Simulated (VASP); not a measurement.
Set up this calculation in VASP 6.6.1, as the native input.

* Task: single point
* Functional: PBEsol
* Potentials or basis: VASP PAW PBE potentials, release 64 (Mg_sv, O)
* Cutoff: 750 eV
* k mesh: 12 × 12 × 12
* Occupations: gaussian, width 0.02 eV
* Spin: no spin polarisation
* Dipole correction: no
* Mended: yes
* Further INCAR settings: ALGO = Normal; EDIFF = 1e-06; NBANDS = 18

The structure of MgO2 lies in POSCAR:

```
MgO2
1.0
    1.5838234698      0.9144209066      3.4573706250
   -1.5838234698      0.9144209066      3.4573706250
    0.0000000000     -1.8288418132      3.4573706250
Mg O
1 2
Direct
    0.0000000000      0.0000000000      0.0000000000
    0.4291433728      0.4291433728      0.4291433728
    0.5708566272      0.5708566272      0.5708566272
```

These files were run (other wordings do the same):

INCAR

```
SYSTEM = MgO2
PREC = Accurate
ENCUT = 750
EDIFF = 1E-6
ISMEAR = 0
SIGMA = 0.02
LREAL = .FALSE.
LASPH = .TRUE.
NELM = 120
ALGO = Normal
ISIF = 2
LWAVE = .FALSE.
LCHARG = .FALSE.
GGA = PS
NBANDS = 18
GGA_COMPAT = .FALSE.
```

KPOINTS

```
regular mesh
0
G
  12 12 12
  0 0 0
```

Potentials or basis: VASP PAW PBE potentials, release 64 (Mg_sv, O).

Launch:

```bash
$ cat potpaw_PBE.64/Mg_sv/POTCAR potpaw_PBE.64/O/POTCAR > POTCAR
$ mpirun -np 1 vasp_std > vasp.out
```

Results of the run:

```json
{"Pressure": "0.0 GPa", "Largest force": "0.134 eV/Å", "Band gap on the k mesh": "2.45 eV"}
```

Caveat: the PAW data sets were made with another functional, which shifts forces and pressure a little.

Run time: 2.9 min on 1 thread of AMD EPYC 7R13 Processor (Zen 3), with other jobs on the host, peak memory 0.28 GiB.
